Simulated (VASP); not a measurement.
# HgH3 (P-6m2) in VASP: a series of runs, part 2 of 2

VASP 6.6.1.

## 3. Relaxation of cell and atoms, PBE

This run uses another cell than the first one, of 23.81 Å³/atom, 0.985 times its volume.

File INCAR:

```
ALGO = Normal
EDIFF = 1E-7
EDIFFG = -0.01
ENCUT = 600
GGA = PE
IBRION = 2
ISIF = 3
ISMEAR = 0
LASPH = T
LCHARG = F
LREAL = F
LWAVE = F
NELM = 100
NSW = 100
PREC = Accurate
SIGMA = 0.1
```

File KPOINTS:

```
k-points
0
Gamma
  12 12 12
```

File POSCAR:

```
HgH3
1.0
    5.3791119374      0.0000000000      0.0000000000
   -2.6895559687      4.6584475876      0.0000000000
    0.0000000000      0.0000000000      3.8014468931
Hg H
1 3
Direct
    0.0000000000      0.0000000000      0.0000000000
    0.0000000000      0.0000000000      0.5000000000
    0.6666666667      0.3333333333      0.4009885060
    0.6666666667      0.3333333333      0.5990114940
```

Potentials or basis: VASP PAW PBE potentials, release 64 (Hg, H).

On the command line:

```console
> cat potpaw_PBE.64/Hg/POTCAR potpaw_PBE.64/H/POTCAR > POTCAR
> mpirun -np 1 vasp_std > vasp.out
```

OUTCAR:

```text
EDIFF = 1E-7
   EDIFFG = -0.01
   ENCUT = 600
   GGA = PE
   IBRION = 2
   ISIF = 3
   ISMEAR = 0
   LASPH = T
   LREAL = F
   NELM = 100
   NSW = 100
   PREC = Accurate

 ion  position               nearest neighbor table
   1  0.000  0.000  0.000-   2 1.90   2 1.90
   2  0.000  0.000  0.500-   1 1.90   1 1.90
   3  0.667  0.333  0.401-   4 0.75
   4  0.667  0.333  0.599-   3 0.75

  LATTYP: Found a hexagonal cell.
 ALAT       =     5.3791119374
 C/A-ratio  =     0.7067052958

  Lattice vectors:

 A1 = (   5.3791119374,   0.0000000000,   0.0000000000)
 A2 = (  -2.6895559687,   4.6584475876,   0.0000000000)
 A3 = (   0.0000000000,   0.0000000000,   3.8014468931)

Analysis of symmetry for initial positions (statically):
=====================================================================
 Subroutine PRICEL returns:
 Original cell was already a primitive cell.

 Routine SETGRP: Setting up the symmetry group for a
 hexagonal supercell.

 Subroutine GETGRP returns: Found 12 space group operations
 (whereof 12 operations were pure point group operations)
 out of a pool of 24 trial point group operations.

The static configuration has the point symmetry D_3h.

Analysis of symmetry for dynamics (positions and initial velocities):
=====================================================================
 Subroutine PRICEL returns:
 Original cell was already a primitive cell.

 Routine SETGRP: Setting up the symmetry group for a
 hexagonal supercell.

 Subroutine GETGRP returns: Found 12 space group operations
 (whereof 12 operations were pure point group operations)
 out of a pool of 24 trial point group operations.

The dynamic configuration has the point symmetry D_3h.

 Subroutine INISYM returns: Found 12 space group operations
 (whereof 12 operations are pure point group operations),
 and found     1 'primitive' translations

----------------------------------------------------------------------------------------

                                     Primitive cell

  volume of cell :      95.2578

[... 129 lines left out ...]
 NGX is ok and might be reduce to    48
   NGX = 21   NGY = 21   NGZ = 15

--------------------------------------- Ionic step        1  -------------------------------------------

 number of electron      15.0000002 magnetization

 Free energy of the ion-electron system (eV)
  ---------------------------------------------------
  ext. energy  EPLUGINS =         0.00000000
  ---------------------------------------------------
  free energy    TOTEN  =        -9.44570997 eV

  energy without entropy =       -9.44132861  energy(sigma->0) =       -9.44351929

------------------------ aborting loop because EDIFF is reached ----------------------------------------

  FORCE on cell =-STRESS in cart. coord.  units (eV):
  Direction    XX          YY          ZZ          XY          YZ          ZX
  --------------------------------------------------------------------------------------
  -------------------------------------------------------------------------------------
  Total       -0.0090985     -0.0090985      0.5441840      0.0000000      0.0000000      0.0000000
  in kB       -0.1530316     -0.1530316      9.1528347      0.0000000      0.0000000      0.0000000
  external PRESSURE =       2.9489238 kB  Pullay stress =       0.0000000 kB
[... 139 lines left out ...]
--------------------------------------- Ionic step        5  -------------------------------------------

 number of electron      15.0000001 magnetization

 Free energy of the ion-electron system (eV)
  ---------------------------------------------------
  ext. energy  EPLUGINS =         0.00000000
  ---------------------------------------------------
  free energy    TOTEN  =        -9.44854146 eV

  energy without entropy =       -9.44403122  energy(sigma->0) =       -9.44628634

 E-fermi :  -0.9262     XC(G=0):  -5.7397

 val. band max:       -0.9573083229   @ k =   0.3333   0.0000   0.2500
 cond. band min:      -0.9233786145   @ k =   0.2500   0.1667   0.2500
 fundamental gap:      0.0339297083
 Fermi energy:        -0.9262157619

 k-point     1 :       0.0000    0.0000    0.0000
  band No.  band energies     occupation
      1     -10.0696      2.00000
      2      -8.6230      2.00000
      3      -8.1527      2.00000
      4      -8.1527      2.00000
      5      -8.0858      2.00000
      6      -8.0858      2.00000
      7      -6.1715      2.00000
      8       1.5990      0.00000
      9       1.5990      0.00000
     10       2.6500      0.00000
     11       4.1617      0.00000
[... 309 lines left out ...]
 k-point    24 :       0.3333    0.0000    0.0833
  band No.  band energies     occupation
      1      -9.9424      2.00000
      2      -8.5711      2.00000
      3      -8.1342      2.00000
      4      -8.1117      2.00000
      5      -8.0991      2.00000
      6      -8.0594      2.00000
      7      -6.3261      2.00000
      8       0.2835      0.00000
      9       1.0810      0.00000
     10       2.4283      0.00000
     11       4.2570      0.00000

 [... further k-points ...]
[... 5 lines left out ...]
  --------------------------------------------------------------------------------------
  -------------------------------------------------------------------------------------
  Total       -0.0007390     -0.0007390      0.0015116      0.0000000     -0.0000000      0.0000000
  in kB       -0.0123049     -0.0123049      0.0251698      0.0000000     -0.0000000      0.0000000
  external PRESSURE =       0.0001867 kB  Pullay stress =       0.0000000 kB
[... 19 lines left out ...]
  FREE ENERGIE OF THE ION-ELECTRON SYSTEM (eV)
  ---------------------------------------------------
  free  energy   TOTEN  =        -9.4485414629 eV

  energy  without entropy=       -9.4440312158  energy(sigma->0) =       -9.44628634

 reached required accuracy - stopping structural energy minimisation
```

Run time: 16 min. Hardware: 1 thread of AMD EPYC 7R13, shared host; peak memory 0.36 GiB.

Results:

```
Free energy                            : -9.4485 eV
Relaxed volume                         : 24.06 Å³/atom
Relaxed cell                           : a = 5.378 Å, b = 5.378 Å, c = 3.841 Å, α = 90.00°, β = 90.00°, γ = 120.00°
Space group after relaxing (to 0.05 Å) : P-6m2 (No. 187)
Energy gained by relaxing              : 0.7 meV/atom
Ionic steps                            : 5
Pressure after relaxing                : 0.0 GPa
```

Step by step:
```tsv
step	energy change (eV)	largest force (eV/Å)	pressure (GPa)	volume (Å³)
1	0.0000	0.0036	0.29	95.26
2	-0.0021	0.1591	0.04	95.86
3	-0.0021	0.1899	-0.01	95.98
4	-0.0028	0.0584	0.00	96.29
5	-0.0028	0.0006	0.00	96.22
```

Final structure:
```cif
data_structure
_symmetry_space_group_name_H-M 'P 1'
_symmetry_Int_Tables_number 1
_cell_length_a 5.3780
_cell_length_b 5.3780
_cell_length_c 3.8414
_cell_angle_alpha 90.000
_cell_angle_beta 90.000
_cell_angle_gamma 120.000
_cell_volume 96.22
loop_
_atom_site_label
_atom_site_type_symbol
_atom_site_fract_x
_atom_site_fract_y
_atom_site_fract_z
_atom_site_occupancy
Hg1 Hg 0.00000 0.00000 0.00000 1
H1 H 0.00000 0.00000 0.50000 1
H2 H 0.66667 0.33333 0.40206 1
H3 H 0.66667 0.33333 0.59794 1
```

Caveat: spin-orbit coupling is left out, which moves the levels of the heavy elements.
